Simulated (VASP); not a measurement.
Input of a VASP 6.6.1 run:

File INCAR:

```
SYSTEM = CdSe
PREC = Accurate
ENCUT = 520
EDIFF = 1E-7
ISMEAR = 0
SIGMA = 0.05
LREAL = .FALSE.
LASPH = .TRUE.
NELM = 80
ALGO = Normal
ISIF = 2
LWAVE = .FALSE.
LCHARG = .FALSE.
GGA = PS
NBANDS = 16
```

Contents of KPOINTS:

```
regular mesh
0
G
  12 12 12
  0 0 0
```

File POSCAR:

```
CdSe
1.0
    0.0000000000      2.6539314672      2.6539314672
    2.6539314672      0.0000000000      2.6539314672
    2.6539314672      2.6539314672      0.0000000000
Cd Se
1 1
Direct
    0.0000000000      0.0000000000      0.0000000000
    0.5000000000      0.5000000000      0.5000000000
```

Potentials or basis: VASP PAW PBE potentials, release 64 (Cd, Se).

Run with:

```console
$ cat potpaw_PBE.64/Cd/POTCAR potpaw_PBE.64/Se/POTCAR > POTCAR
$ mpirun -np 1 vasp_std > vasp.out
```

Q: Estimate the pressure.

A: 20.0 GPa.

Q: Predict the band gap on the k mesh.

A: Zero (band 9 reaches 4.59 eV, above the bottom of band 10 at 3.92 eV).

Caveat: the PAW data sets were made with another functional, which shifts forces and pressure a little.
